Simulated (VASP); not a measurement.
# GaN (P6_3mc) in VASP: single point with PBE

Aim: the single point of GaN with PBE.

All numbers are computed with VASP 6.6.1; they aren't measurements. Logs are shortened: lines on timing, memory, paths and dates and some standing lists are left out, and cuts for length are marked.

**1. The cell of the first run**

It takes space group P6_3mc (No. 186, hexagonal). The conventional cell has a = 3.218 Å, b = 3.218 Å, c = 5.243 Å, α = 90.00°, β = 90.00°, γ = 120.00°. Within 2.6 Å of Ga (site symmetry 3m) lie 4 N at 1.97 to 1.98 Å. Within 2.6 Å of N (site symmetry 3m) lie 4 Ga at 1.97 to 1.98 Å.

**2. Single point, PBE**

The input, INCAR:

```
ALGO = Normal ; EDIFF = 1E-6
ENCUT = 520 ; GGA = PE
ISIF = 2 ; ISMEAR = 0
LASPH = True ; LCHARG = False
LREAL = False ; LWAVE = False
NBANDS = 46 ; NELM = 60
PREC = Accurate ; SIGMA = 0.05
```

The input, KPOINTS:

```
k-points
0
Gamma
  8 6 6
```

The input, POSCAR:

```
GaN
1.0
   -3.2184289111      0.0000000000      0.0000000000
    0.0000000000      0.0000000000     -5.2430304416
    0.0000000001     -5.5744823946      0.0000000000
Ga N
4 4
Direct
    0.5000000000      0.0008683130      0.1666666667
    0.0000000000      0.0008683130      0.6666666667
    0.0000000000      0.5008683130      0.3333333333
    0.5000000000      0.5008683130      0.8333333333
    0.5000000000      0.6241316870      0.1666666667
    0.0000000000      0.6241316870      0.6666666667
    0.0000000000      0.1241316870      0.3333333333
    0.5000000000      0.1241316870      0.8333333333
```

Potentials or basis: VASP PAW PBE potentials, release 64 (Ga_d, N).

The run is started by

```bash
cat potpaw_PBE.64/Ga_d/POTCAR potpaw_PBE.64/N/POTCAR > POTCAR
mpirun -np 1 vasp_std > vasp.out
```

OUTCAR:

```text
EDIFF = 1E-6
   ENCUT = 520
   GGA = PE
   ISIF = 2
   ISMEAR = 0
   LASPH = True
   LREAL = False
   NELM = 60
   PREC = Accurate

 ion  position               nearest neighbor table
   1  0.500  0.001  0.167-   7 1.97   7 1.97   8 1.97   5 1.98
   2  0.000  0.001  0.667-   8 1.97   8 1.97   7 1.97   6 1.98
   3  0.000  0.501  0.333-   5 1.97   5 1.97   6 1.97   7 1.98
   4  0.500  0.501  0.833-   6 1.97   6 1.97   5 1.97   8 1.98
   5  0.500  0.624  0.167-   3 1.97   3 1.97   4 1.97   1 1.98
   6  0.000  0.624  0.667-   4 1.97   4 1.97   3 1.97   2 1.98
   7  0.000  0.124  0.333-   1 1.97   1 1.97   2 1.97   3 1.98
   8  0.500  0.124  0.833-   2 1.97   2 1.97   1 1.97   4 1.98

  LATTYP: Found a simple orthorhombic cell.
 ALAT       =     3.2184289111
 B/A-ratio  =     1.6290651701
 C/A-ratio  =     1.7320508076

  Lattice vectors:

 A1 = (  -3.2184289111,   0.0000000000,   0.0000000000)
 A2 = (   0.0000000000,   0.0000000000,  -5.2430304416)
 A3 = (   0.0000000001,  -5.5744823946,   0.0000000000)

Analysis of symmetry for initial positions (statically):
=====================================================================
 Subroutine PRICEL returns following result:

  LATTYP: Found a hexagonal cell.
 ALAT       =     3.2184289111
 C/A-ratio  =     1.6290651701

  Lattice vectors:

 A1 = (  -1.6092144555,  -2.7872411973,   0.0000000000)
 A2 = (  -1.6092144556,   2.7872411973,   0.0000000000)
 A3 = (   0.0000000000,   0.0000000000,  -5.2430304416)

   2 primitive cells build up your supercell.

 Routine SETGRP: Setting up the symmetry group for a
 simple orthorhombic supercell.

 Subroutine GETGRP returns: Found  4 space group operations
 (whereof  2 operations were pure point group operations)
 out of a pool of  8 trial point group operations.

The static configuration has the point symmetry C_1h.
 The point group associated with its full space group is C_2v.

Analysis of symmetry for dynamics (positions and initial velocities):
=====================================================================
 Subroutine PRICEL returns following result:

  LATTYP: Found a hexagonal cell.
 ALAT       =     3.2184289111
 C/A-ratio  =     1.6290651701

  Lattice vectors:

 A1 = (  -1.6092144555,  -2.7872411973,   0.0000000000)
 A2 = (  -1.6092144556,   2.7872411973,   0.0000000000)
 A3 = (   0.0000000000,   0.0000000000,  -5.2430304416)

   2 primitive cells build up your supercell.

 Routine SETGRP: Setting up the symmetry group for a
 simple orthorhombic supercell.

 Subroutine GETGRP returns: Found  4 space group operations
 (whereof  2 operations were pure point group operations)
 out of a pool of  8 trial point group operations.

The dynamic configuration has the point symmetry C_1h.
 The point group associated with its full space group is C_2v.

 Subroutine INISYM returns: Found  4 space group operations
 (whereof  2 operations are pure point group operations),
 and found     2 'primitive' translations

----------------------------------------------------------------------------------------

                                     Primitive cell

  volume of cell :      47.0328

  direct lattice vectors                    reciprocal lattice vectors
    -1.609214456 -2.787241197  0.000000000    -0.310710607 -0.179388852  0.000000000
    -1.609214456  2.787241197  0.000000000    -0.310710607  0.179388852  0.000000000
     0.000000000  0.000000000 -5.243030442     0.000000000  0.000000000 -0.190729390

  length of vectors
     3.218428911  3.218428911  5.243030442     0.358777705  0.358777705  0.190729390

  position of ions in fractional coordinates (direct lattice)
     0.666666667  0.333333333  0.000868313
     0.333333333  0.666666667  0.500868313
     0.666666667  0.333333333  0.624131687
     0.333333333  0.666666667  0.124131687

  ion indices of the primitive-cell ions
   primitive index   ion index
                 1           1
                 2           4
                 3           5
                 4           8

----------------------------------------------------------------------------------------

 KPOINTS: k-points

Automatic generation of k-mesh.
 Grid dimensions read from file:
 generate k-points for:    8    6    6

 Generating k-lattice:

  Cartesian coordinates                     Fractional coordinates (reciprocal lattice)
    -0.038838826 -0.000000000  0.000000000     0.125000000  0.000000000  0.000000000
     0.000000000  0.000000000 -0.031788232     0.000000000  0.166666667  0.000000000
     0.000000000 -0.029898142  0.000000000     0.000000000  0.000000000  0.166666667

  Length of vectors
     0.038838826  0.031788232  0.029898142

  Shift w.r.t. Gamma in fractional coordinates (k-lattice)
     0.000000000  0.000000000  0.000000000

 Subroutine IBZKPT returns following result:
 ===========================================

 Found     80 irreducible k-points:

 Following reciprocal coordinates:
            Coordinates               Weight
  0.000000  0.000000  0.000000      1.000000
  0.125000  0.000000 -0.000000      2.000000
  0.250000  0.000000 -0.000000      2.000000
  0.375000  0.000000 -0.000000      2.000000
  0.500000  0.000000 -0.000000      1.000000
  0.000000  0.166667  0.000000      2.000000
[... 16 lines left out ...]
  0.250000  0.000000  0.166667      4.000000
  0.375000  0.000000  0.166667      4.000000
 [... further k-points ...]
   k-points           NKPTS =     80   k-points in BZ     NKDIM =     80   number of bands    NBANDS=     46
   number of dos      NEDOS =    301   number of ions     NIONS =      8
   total plane-waves  NPLWV =  40320
   dimension x,y,z NGX =    24 NGY =   40 NGZ =   42
   dimension x,y,z NGXF=    48 NGYF=   80 NGZF=   84
   ions per type =               4   4
   NGX,Y,Z   is equivalent  to a cutoff of  12.40, 12.68, 12.53 a.u.
   NGXF,Y,Z  is equivalent  to a cutoff of  24.79, 25.37, 25.05 a.u.
 SYSTEM =  unknown system
   PREC   = accura    normal or accurate (medium, high low for compatibility)
   ISTART =      0    job   : 0-new  1-cont  2-samecut
   ICHARG =      2    charge: 1-file 2-atom 10-const
   ISPIN  =      1    spin polarized calculation?
   LNONCOLLINEAR =      F non collinear calculations
   LSORBIT =      F    spin-orbit coupling
   LASPH  =      T    aspherical Exc in radial PAW
   ENCUT  =  520.0 eV  38.22 Ry    6.18 a.u.   5.98  9.75 10.36*2*pi/ulx,y,z
   NELM   =     60;   NELMIN=  2; NELMDL= -5     # of ELM steps
   EDIFF  = 0.1E-05   stopping-criterion for ELM
   LREAL  =      F    real-space projection
   EDIFFG = 0.1E-04   stopping-criterion for IOM
   NSW    =      0    number of steps for IOM
   IBRION =     -1    ionic relax: 0-MD 1-quasi-New 2-CG
   NFREE  =      0    steps in history (QN), initial steepest desc. (CG)
   ISIF   =      2    stress and relaxation
   ISYM   =      2    0-nonsym 1-usesym 2-fastsym
   POTIM  = 0.5000    time-step for ionic-motion
   TEBEG  =    0.0;   TEEND  =   0.0 temperature during run
   PSTRESS=    0.0 pullay stress
   NELECT =      72.0000    total number of electrons
   NUPDOWN=      -1.0000    fix difference up-down
   EMIN   =  10.00;   EMAX   =-10.00  energy-range for DOS
   EFERMI =   0.00;   METHOD = LEGACY
   ISMEAR =     0;   SIGMA  =   0.05  broadening in eV -4-tet -1-fermi 0-gaus
   EFERMI_NEDOS =   21; number of points for ismear=-14 and -15
   IALGO  =     38    algorithm
   IMIX   =      4    mixing-type and parameters
     AMIX     =   0.40;   BMIX     =  1.00
     AMIX_MAG =   1.60;   BMIX_MAG =  1.00
  volume/ion in A,a.u.               =      11.76        79.35
  Fermi-wavevector in a.u.,A,eV,Ry     =   1.497529  2.829920 30.512351  2.242595
  Thomas-Fermi vector in A             =   2.609406
   LORBIT       =      0    0 simple, 1 ext, 2 COOP (PROOUT), +10 PAW based schemes
   GGA     = PE    functional components
   LHFCALC =     F    Hartree Fock is set to
   AEXX    =    0.0000 exact exchange contribution
   IVDW    =     0    specifies the selected vdW correction
   LEPSILON=     F    determine dielectric tensor
   LRPA    =     F    only Hartree local field effects (RPA)
 non-spin polarized calculation
 Gauss-broadening in eV      SIGMA  =   0.05
  energy-cutoff  :      520.00
  volume of cell :       94.07
 maximum number of plane-waves:      2568
 NGX is ok and might be reduce to    24
   NGX = 11   NGY = 19   NGZ = 21

 number of electron      71.9999977 magnetization

 Free energy of the ion-electron system (eV)
  ---------------------------------------------------
  ext. energy  EPLUGINS =         0.00000000
  ---------------------------------------------------
  free energy    TOTEN  =       -48.65555551 eV

  energy without entropy =      -48.65555551  energy(sigma->0) =      -48.65555551

 E-fermi :   5.2313     XC(G=0): -11.5150

 val. band max:        5.0084722083   @ k =   0.0000   0.0000   0.0000
 cond. band min:       6.7244977431   @ k =   0.0000   0.0000   0.0000
 fundamental gap:      1.7160255348
 Fermi energy:         5.2313101585

 k-point     1 :       0.0000    0.0000    0.0000
  band No.  band energies     occupation
      1     -10.7266      2.00000
      2      -9.9105      2.00000
      3      -9.9035      2.00000
      4      -9.7584      2.00000
      5      -8.4118      2.00000
      6      -8.3975      2.00000
[... 38 lines left out ...]
     45      14.7373      0.00000
     46      15.1746      0.00000

 k-point     2 :       0.1250    0.0000   -0.0000
  band No.  band energies     occupation
      1     -10.6199      2.00000
      2      -9.8836      2.00000
      3      -9.8778      2.00000
      4      -9.7599      2.00000
      5      -8.4004      2.00000
      6      -8.3825      2.00000
[... 38 lines left out ...]
     45      14.7647      0.00000
     46      15.0895      0.00000

 k-point     3 :       0.2500    0.0000   -0.0000
  band No.  band energies     occupation
      1     -10.3539      2.00000
      2      -9.8260      2.00000
      3      -9.8234      2.00000
      4      -9.7714      2.00000
      5      -8.3920      2.00000
      6      -8.3630      2.00000
[... 1018 lines left out ...]
     45      14.4388      0.00000
     46      15.0503      0.00000

 k-point    24 :       0.3750    0.0000    0.1667
  band No.  band energies     occupation
      1     -10.0568      2.00000
      2      -9.8364      2.00000
      3      -9.7770      2.00000
      4      -9.7681      2.00000
      5      -8.3886      2.00000
      6      -8.3495      2.00000
[... 38 lines left out ...]
     45      14.5170      0.00000
     46      14.7484      0.00000

 [... further k-points ...]
[... 5 lines left out ...]
  --------------------------------------------------------------------------------------
  -------------------------------------------------------------------------------------
  Total        0.0802373      0.0784216      0.0997293     -0.0000000      0.0000000      0.0000000
  in kB        1.3666464      1.3357203      1.6986450     -0.0000000      0.0000000      0.0000000
  external PRESSURE =       1.4670039 kB  Pullay stress =       0.0000000 kB

 VOLUME and BASIS-vectors are now :
 -----------------------------------------------------------------------------
  energy-cutoff  :      520.00
  volume of cell :       94.07
      direct lattice vectors                 reciprocal lattice vectors
    -3.218428911  0.000000000  0.000000000    -0.310710607 -0.000000000  0.000000000
     0.000000000  0.000000000 -5.243030442     0.000000000  0.000000000 -0.190729390
     0.000000000 -5.574482395  0.000000000     0.000000000 -0.179388852  0.000000000

 POSITION                                       TOTAL-FORCE (eV/Angst)
 -----------------------------------------------------------------------------------
     -1.60921     -0.92908     -0.00455         0.000000     -0.000381     -0.000171
      0.00000     -3.71632     -0.00455         0.000000     -0.000381     -0.000171
      0.00000     -1.85816     -2.62607        -0.000000      0.000381     -0.000171
     -1.60921     -4.64540     -2.62607        -0.000000      0.000381     -0.000171
     -1.60921     -0.92908     -3.27234         0.000000     -0.000134      0.000171
      0.00000     -3.71632     -3.27234         0.000000     -0.000134      0.000171
      0.00000     -1.85816     -0.65083        -0.000000      0.000134      0.000171
     -1.60921     -4.64540     -0.65083        -0.000000      0.000134      0.000171
 -----------------------------------------------------------------------------------
    total drift:                               -0.000000     -0.000023     -0.002463

  FREE ENERGIE OF THE ION-ELECTRON SYSTEM (eV)
  ---------------------------------------------------
  free  energy   TOTEN  =       -48.6555555086 eV

  energy  without entropy=      -48.6555555086  energy(sigma->0) =      -48.65555551
```

Wall time 2.2 min (1 thread of Intel Xeon 6975P-C (Granite Rapids), shared host); peak memory 0.36 GiB.

What came out:

| Quantity | Value |
| --- | --- |
| Free energy | -48.6556 eV |
| Pressure | 0.1 GPa |
| Band gap on the k mesh | 1.72 eV |

Levels at points of the mesh, in eV from the valence-band top:
```
           k point  band 34  band 35  band 36  band 37  band 38  band 39
(0.00, 0.00, 0.00)    -0.04     0.00     0.00     1.72     4.07     4.98
(0.50, 0.00, 0.00)    -2.02    -1.84    -1.84     5.75     5.75     6.41
(0.00, 0.50, 0.00)    -0.51    -0.51    -0.51     4.06     4.06     4.31
(0.50, 0.50, 0.00)    -1.58    -1.58    -1.58     5.72     5.72     5.72
(0.00, 0.00, 0.50)    -0.68    -0.48    -0.48     4.11     4.11     5.76
(0.50, 0.00, 0.50)    -2.11    -0.96    -0.96     4.98     4.98     5.37
(0.00, 0.50, 0.50)    -1.24    -1.24    -1.24     5.10     5.10     5.10
(0.50, 0.50, 0.50)    -1.83    -1.83    -1.83     4.31     4.31     4.31
```
